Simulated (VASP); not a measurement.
# HfO2 (Fm-3m) in VASP: further runs

HfO2 is run at these levels: LDA; tasks: single point.

All numbers are computed with VASP 6.6.1; they aren't measurements. Logs are shortened: lines on timing, memory, paths and dates and some standing lists are left out, and cuts for length are marked.

## 1. The cell of the first run

Symmetry: Fm-3m, No. 225, cubic system. The conventional cell has a = 5.051 Å, b = 5.051 Å, c = 5.051 Å, α = 90.00°, β = 90.00°, γ = 90.00°. Within 2.9 Å of Hf (site symmetry m-3m) lie 8 O at 2.19 Å. O (site symmetry -43m) has 4 Hf at 2.19 Å and 6 O at 2.53 Å within 2.9 Å.

## 2. Single point, LDA (10.74 Å³/atom)

File INCAR:

```
ALGO = Normal
EDIFF = 1E-6
ENCUT = 600
GGA_COMPAT = F
ISIF = 2
ISMEAR = 0
LASPH = T
LCHARG = F
LREAL = F
LWAVE = F
NBANDS = 18
NELM = 120
PREC = Accurate
SIGMA = 0.02
```

File KPOINTS:

```
k-points
0
Gamma
  8 8 8
```

File POSCAR:

```
HfO2
1.0
    0.0000000000      2.5256452645      2.5256452645
    2.5256452645      0.0000000000      2.5256452645
    2.5256452645      2.5256452645      0.0000000000
Hf O
1 2
Direct
    0.0000000000      0.0000000000      0.0000000000
    0.7500000000      0.7500000000      0.7500000000
    0.2500000000      0.2500000000      0.2500000000
```

Potentials or basis: VASP PAW LDA potentials, release 64 (Hf_pv, O).

Run with:

```bash
$ cat potpaw_LDA.64/Hf_pv/POTCAR potpaw_LDA.64/O/POTCAR > POTCAR
$ mpirun -np 1 vasp_std > vasp.out
```

OUTCAR:

```text
EDIFF = 1E-6
   ENCUT = 600
   ISIF = 2
   ISMEAR = 0
   LASPH = T
   LREAL = F
   NELM = 120
   PREC = Accurate

 ion  position               nearest neighbor table
   1  0.000  0.000  0.000-   2 2.19   3 2.19   2 2.19   2 2.19   2 2.19   3 2.19   3 2.19   3 2.19

   2  0.750  0.750  0.750-   1 2.19   1 2.19   1 2.19   1 2.19
   3  0.250  0.250  0.250-   1 2.19   1 2.19   1 2.19   1 2.19

  LATTYP: Found a face centered cubic cell.
 ALAT       =     5.0512905290

  Lattice vectors:

 A1 = (   0.0000000000,   2.5256452645,   2.5256452645)
 A2 = (   2.5256452645,   0.0000000000,   2.5256452645)
 A3 = (   2.5256452645,   2.5256452645,   0.0000000000)

Analysis of symmetry for initial positions (statically):
=====================================================================
 Subroutine PRICEL returns:
 Original cell was already a primitive cell.

 Routine SETGRP: Setting up the symmetry group for a
 face centered cubic supercell.

 Subroutine GETGRP returns: Found 48 space group operations
 (whereof 48 operations were pure point group operations)
 out of a pool of 48 trial point group operations.

The static configuration has the point symmetry O_h .

Analysis of symmetry for dynamics (positions and initial velocities):
=====================================================================
 Subroutine PRICEL returns:
 Original cell was already a primitive cell.

 Routine SETGRP: Setting up the symmetry group for a
 face centered cubic supercell.

 Subroutine GETGRP returns: Found 48 space group operations
 (whereof 48 operations were pure point group operations)
 out of a pool of 48 trial point group operations.

The dynamic configuration has the point symmetry O_h .

 Subroutine INISYM returns: Found 48 space group operations
 (whereof 48 operations are pure point group operations),
 and found     1 'primitive' translations

----------------------------------------------------------------------------------------

                                     Primitive cell

  volume of cell :      32.2216

  direct lattice vectors                    reciprocal lattice vectors
     0.000000000  2.525645265  2.525645265    -0.197969211  0.197969211  0.197969211
     2.525645265  0.000000000  2.525645265     0.197969211 -0.197969211  0.197969211
     2.525645265  2.525645265  0.000000000     0.197969211  0.197969211 -0.197969211

  length of vectors
     3.571801787  3.571801787  3.571801787     0.342892732  0.342892732  0.342892732

  position of ions in fractional coordinates (direct lattice)
     0.000000000  0.000000000  0.000000000
     0.750000000  0.750000000  0.750000000
     0.250000000  0.250000000  0.250000000

  ion indices of the primitive-cell ions
   primitive index   ion index
                 1           1
                 2           2
                 3           3

----------------------------------------------------------------------------------------

 KPOINTS: k-points

Automatic generation of k-mesh.
 Grid dimensions read from file:
 generate k-points for:    8    8    8

 Generating k-lattice:

  Cartesian coordinates                     Fractional coordinates (reciprocal lattice)
    -0.024746151  0.024746151  0.024746151     0.125000000  0.000000000  0.000000000
     0.024746151 -0.024746151  0.024746151     0.000000000  0.125000000  0.000000000
     0.024746151  0.024746151 -0.024746151     0.000000000  0.000000000  0.125000000

  Length of vectors
     0.042861591  0.042861591  0.042861591

  Shift w.r.t. Gamma in fractional coordinates (k-lattice)
     0.000000000  0.000000000  0.000000000

 Subroutine IBZKPT returns following result:
 ===========================================

 Found     29 irreducible k-points:

 Following reciprocal coordinates:
            Coordinates               Weight
  0.000000  0.000000  0.000000      1.000000
  0.125000  0.000000  0.000000      8.000000
  0.250000  0.000000  0.000000      8.000000
  0.375000  0.000000  0.000000      8.000000
  0.500000  0.000000  0.000000      4.000000
  0.125000  0.125000  0.000000      6.000000
[... 16 lines left out ...]
  0.500000  0.250000  0.125000     48.000000
 -0.375000  0.250000  0.125000     24.000000
 [... further k-points ...]
   k-points           NKPTS =     29   k-points in BZ     NKDIM =     29   number of bands    NBANDS=     18
   number of dos      NEDOS =    301   number of ions     NIONS =      3
   total plane-waves  NPLWV =  27000
   dimension x,y,z NGX =    30 NGY =   30 NGZ =   30
   dimension x,y,z NGXF=    60 NGYF=   60 NGZF=   60
   ions per type =               1   2
   NGX,Y,Z   is equivalent  to a cutoff of  13.96, 13.96, 13.96 a.u.
   NGXF,Y,Z  is equivalent  to a cutoff of  27.93, 27.93, 27.93 a.u.
 SYSTEM =  unknown system
   PREC   = accura    normal or accurate (medium, high low for compatibility)
   ISTART =      0    job   : 0-new  1-cont  2-samecut
   ICHARG =      2    charge: 1-file 2-atom 10-const
   ISPIN  =      1    spin polarized calculation?
   LNONCOLLINEAR =      F non collinear calculations
   LSORBIT =      F    spin-orbit coupling
   LASPH  =      T    aspherical Exc in radial PAW
   ENCUT  =  600.0 eV  44.10 Ry    6.64 a.u.   7.13  7.13  7.13*2*pi/ulx,y,z
   NELM   =    120;   NELMIN=  2; NELMDL= -5     # of ELM steps
   EDIFF  = 0.1E-05   stopping-criterion for ELM
   LREAL  =      F    real-space projection
   EDIFFG = 0.1E-04   stopping-criterion for IOM
   NSW    =      0    number of steps for IOM
   IBRION =     -1    ionic relax: 0-MD 1-quasi-New 2-CG
   NFREE  =      0    steps in history (QN), initial steepest desc. (CG)
   ISIF   =      2    stress and relaxation
   ISYM   =      2    0-nonsym 1-usesym 2-fastsym
   POTIM  = 0.5000    time-step for ionic-motion
   TEBEG  =    0.0;   TEEND  =   0.0 temperature during run
   PSTRESS=    0.0 pullay stress
   NELECT =      22.0000    total number of electrons
   NUPDOWN=      -1.0000    fix difference up-down
   EMIN   =  10.00;   EMAX   =-10.00  energy-range for DOS
   EFERMI =   0.00;   METHOD = LEGACY
   ISMEAR =     0;   SIGMA  =   0.02  broadening in eV -4-tet -1-fermi 0-gaus
   EFERMI_NEDOS =   21; number of points for ismear=-14 and -15
   IALGO  =     38    algorithm
   IMIX   =      4    mixing-type and parameters
     AMIX     =   0.40;   BMIX     =  1.00
     AMIX_MAG =   1.60;   BMIX_MAG =  1.00
  volume/ion in A,a.u.               =      10.74        72.48
  Fermi-wavevector in a.u.,A,eV,Ry     =   1.441562  2.724157 28.274287  2.078101
  Thomas-Fermi vector in A             =   2.560180
   LORBIT       =      0    0 simple, 1 ext, 2 COOP (PROOUT), +10 PAW based schemes
   GGA     = CA    functional components
   LHFCALC =     F    Hartree Fock is set to
   AEXX    =    0.0000 exact exchange contribution
   IVDW    =     0    specifies the selected vdW correction
   LEPSILON=     F    determine dielectric tensor
   LRPA    =     F    only Hartree local field effects (RPA)
 non-spin polarized calculation
 Gauss-broadening in eV      SIGMA  =   0.02
  energy-cutoff  :      600.00
  volume of cell :       32.22
 maximum number of plane-waves:      1090
 NGX is ok and might be reduce to    30
   NGX = 15   NGY = 15   NGZ = 15

 number of electron      21.9999999 magnetization

 Free energy of the ion-electron system (eV)
  ---------------------------------------------------
  ext. energy  EPLUGINS =         0.00000000
  ---------------------------------------------------
  free energy    TOTEN  =       -33.03233796 eV

  energy without entropy =      -33.03233796  energy(sigma->0) =      -33.03233796

 E-fermi :   4.3503     XC(G=0): -12.3706

 val. band max:        4.1489903614   @ k =   0.5000   0.5000   0.0000
 cond. band min:       7.7734844378   @ k =   0.5000   0.5000   0.0000
 fundamental gap:      3.6244940764
 Fermi energy:         4.3503443014

 k-point     1 :       0.0000    0.0000    0.0000
  band No.  band energies     occupation
      1     -25.2937      2.00000
      2     -25.2937      2.00000
      3     -25.2937      2.00000
      4     -14.3941      2.00000
      5     -11.1766      2.00000
      6      -1.3269      2.00000
[... 10 lines left out ...]
     17      14.6552      0.00000
     18      16.8161      0.00000

 k-point     2 :       0.1250    0.0000    0.0000
  band No.  band energies     occupation
      1     -25.3675      2.00000
      2     -25.3017      2.00000
      3     -25.3017      2.00000
      4     -14.1726      2.00000
      5     -11.3614      2.00000
      6      -1.1728      2.00000
[... 10 lines left out ...]
     17      14.3770      0.00000
     18      16.8105      0.00000

 k-point     3 :       0.2500    0.0000    0.0000
  band No.  band energies     occupation
      1     -25.5384      2.00000
      2     -25.3210      2.00000
      3     -25.3210      2.00000
      4     -13.6500      2.00000
      5     -11.7270      2.00000
      6      -0.7940      2.00000
[... 10 lines left out ...]
     17      13.8844      0.00000
     18      16.6493      0.00000

 k-point     4 :       0.3750    0.0000    0.0000
  band No.  band energies     occupation
      1     -25.6999      2.00000
      2     -25.3403      2.00000
      3     -25.3403      2.00000
      4     -13.2114      2.00000
      5     -11.9201      2.00000
      6      -0.4237      2.00000
[... 375 lines left out ...]
      4     -13.1966      2.00000
      5     -12.0019      2.00000
      6      -0.7881      2.00000
[... 10 lines left out ...]
     17      13.9879      0.00000
     18      16.7886      0.00000

 k-point    23 :       0.5000    0.2500    0.1250
  band No.  band energies     occupation
      1     -25.6690      2.00000
      2     -25.4595      2.00000
      3     -25.3678      2.00000
      4     -12.7929      2.00000
      5     -12.1521      2.00000
      6      -0.8032      2.00000
[... 10 lines left out ...]
     17      14.8260      0.00000
     18      16.7687      0.00000

 k-point    24 :      -0.3750    0.2500    0.1250
  band No.  band energies     occupation
      1     -25.7001      2.00000
      2     -25.4833      2.00000
      3     -25.3787      2.00000
      4     -12.7116      2.00000
      5     -12.1088      2.00000
      6      -0.8087      2.00000
[... 10 lines left out ...]
     17      14.9753      0.00000
     18      16.7634      0.00000

 [... further k-points ...]

------------------------ aborting loop because EDIFF is reached ----------------------------------------

  FORCE on cell =-STRESS in cart. coord.  units (eV):
  Direction    XX          YY          ZZ          XY          YZ          ZX
  --------------------------------------------------------------------------------------
  -------------------------------------------------------------------------------------
  Total       -2.2631082     -2.2631082     -2.2631082     -0.0000000     -0.0000000      0.0000000
  in kB     -112.5301356   -112.5301356   -112.5301356     -0.0000000     -0.0000000      0.0000000
  external PRESSURE =    -112.5301356 kB  Pullay stress =       0.0000000 kB

 VOLUME and BASIS-vectors are now :
 -----------------------------------------------------------------------------
  energy-cutoff  :      600.00
  volume of cell :       32.22
      direct lattice vectors                 reciprocal lattice vectors
     0.000000000  2.525645265  2.525645265    -0.197969211  0.197969211  0.197969211
     2.525645265  0.000000000  2.525645265     0.197969211 -0.197969211  0.197969211
     2.525645265  2.525645265  0.000000000     0.197969211  0.197969211 -0.197969211

 POSITION                                       TOTAL-FORCE (eV/Angst)
 -----------------------------------------------------------------------------------
      0.00000      0.00000      0.00000         0.000000      0.000000      0.000000
      3.78847      3.78847      3.78847        -0.000000      0.000000      0.000000
      1.26282      1.26282      1.26282        -0.000000     -0.000000     -0.000000
 -----------------------------------------------------------------------------------
    total drift:                                0.000000     -0.000000      0.000000

  FREE ENERGIE OF THE ION-ELECTRON SYSTEM (eV)
  ---------------------------------------------------
  free  energy   TOTEN  =       -33.0323379620 eV

  energy  without entropy=      -33.0323379620  energy(sigma->0) =      -33.03233796
```

It took 30 s on 1 thread of Intel Xeon Platinum 8259CL at 2.50GHz (Skylake/Cascade Lake), shared host; peak memory 0.16 GiB.

Results:

* Free energy: -33.0323 eV
* Pressure: -11.3 GPa
* Band gap on the k mesh: 3.62 eV

Caveat: the cell stands under tension; spin-orbit coupling is left out, which moves the levels of the heavy elements.

## 3. Single point, LDA (11.05 Å³/atom)

This run uses another cell than the first one, of 11.05 Å³/atom.

File INCAR:

```
ALGO = Normal
EDIFF = 1E-6
ENCUT = 600
GGA_COMPAT = False
ISIF = 2
ISMEAR = 0
LASPH = True
LCHARG = True
LELF = True
LREAL = False
LVHAR = True
LWAVE = False
NBANDS = 18
NELM = 120
PREC = Accurate
SIGMA = 0.02
```

KPOINTS is that of step 2.

File POSCAR:

```
HfO2
1.0
    0.0000000000      2.5499318049      2.5499318049
    2.5499318049      0.0000000000      2.5499318049
    2.5499318049      2.5499318049      0.0000000000
Hf O
1 2
Direct
    0.0000000000      0.0000000000      0.0000000000
    0.7500000000      0.7500000000      0.7500000000
    0.2500000000      0.2500000000      0.2500000000
```

Potentials or basis: VASP PAW LDA potentials, release 64 (Hf_pv, O).

Run with:

```bash
$ cat potpaw_LDA.64/Hf_pv/POTCAR potpaw_LDA.64/O/POTCAR > POTCAR
$ mpirun -np 1 vasp_std > vasp.out
```

Run time: 33 s. Hardware: 1 thread of Intel Xeon Platinum 8259CL at 2.50GHz (Skylake/Cascade Lake), shared host; peak memory 0.16 GiB.

The run converged. Its results:

| Quantity | Value |
| --- | --- |
| Free energy | -32.9498 eV |
| Pressure | -17.7 GPa |
| Band gap on the k mesh | 3.55 eV |

Levels at points of the mesh, in eV from the valence-band top:
```tsv
k point	band 8	band 9	band 10	band 11	band 12	band 13	band 14	band 15
(0.00, 0.00, 0.00)	-5.30	-0.60	-0.60	-0.60	3.64	3.64	5.55	10.15
(0.50, 0.00, 0.00)	-3.04	-2.72	-1.82	-1.82	4.36	4.36	6.77	8.74
(0.50, 0.50, 0.00)	-3.44	-1.52	-1.52	0.00	3.55	5.24	6.43	7.93
```

Caveat: the cell stands under tension; spin-orbit coupling is left out, which moves the levels of the heavy elements. A k mesh can miss the band edges.

## 4. Single point, LDA (11.37 Å³/atom)

This run uses another cell than the first one, of 11.37 Å³/atom.

File INCAR:

```
PREC = Accurate
ENCUT = 600
EDIFF = 1E-6
ISMEAR = 0
SIGMA = 0.02
LREAL = F
LASPH = T
NELM = 120
ALGO = Normal
ISIF = 2
LWAVE = F
LCHARG = T
GGA = CA
LELF = T
LVHAR = T
NBANDS = 18
GGA_COMPAT = F
```

File KPOINTS:

```
regular mesh
0
Gamma
  8 8 8
```

File POSCAR:

```
HfO2
1.0
    0.0000000000      2.5737643247      2.5737643247
    2.5737643247      0.0000000000      2.5737643247
    2.5737643247      2.5737643247      0.0000000000
Hf O
1 2
Direct
    0.0000000000      0.0000000000      0.0000000000
    0.7500000000      0.7500000000      0.7500000000
    0.2500000000      0.2500000000      0.2500000000
```

Run with:

```bash
$ cat potpaw_LDA.64/Hf_pv/POTCAR potpaw_LDA.64/O/POTCAR > POTCAR
$ mpirun -np 1 vasp_std > vasp.out
```

Wall time 24 s (1 thread of Intel Xeon Platinum 8259CL at 2.50GHz (Skylake/Cascade Lake), shared host); peak memory 0.16 GiB.

The run converged. Its results:

| Item | Value |
| --- | --- |
| Free energy | -32.8320 eV |
| Pressure | -23.3 GPa |
| Band gap on the k mesh | 3.48 eV |

Levels at points of the mesh, in eV from the valence-band top:
```csv
k point,band 8,band 9,band 10,band 11,band 12,band 13,band 14,band 15
"(0.00, 0.00, 0.00)",-5.13,-0.59,-0.59,-0.59,3.58,3.58,5.33,9.81
"(0.50, 0.00, 0.00)",-3.00,-2.66,-1.79,-1.79,4.26,4.26,6.51,8.65
"(0.50, 0.50, 0.00)",-3.38,-1.48,-1.48,0.00,3.48,5.09,6.18,7.69
```

Caveat: the cell stands under tension; spin-orbit coupling is left out, which moves the levels of the heavy elements.

## 5. Summary

| cell | gap on the mesh (eV) | pressure (GPa) |
| --- | --- | --- |
| a = 3.572 Å, angles 60.0°, 3 atoms | 3.62 | -11.3 |
| a = 3.606 Å, angles 60.0°, 3 atoms | 3.55 | -17.7 |
| a = 3.640 Å, angles 60.0°, 3 atoms | 3.48 | -23.3 |

Alike in all rows: task single point; level LDA; potentials or basis VASP PAW LDA potentials, release 64 (Hf_pv, O); no spin polarisation; k mesh 8 × 8 × 8; cutoff (eV) 600; smearing gaussian 0.02 eV.

Caveats: the cell stands under tension; spin-orbit coupling is left out, which moves the levels of the heavy elements.

Total energies depend on the potentials used, so only differences within one code and one set of settings carry meaning.
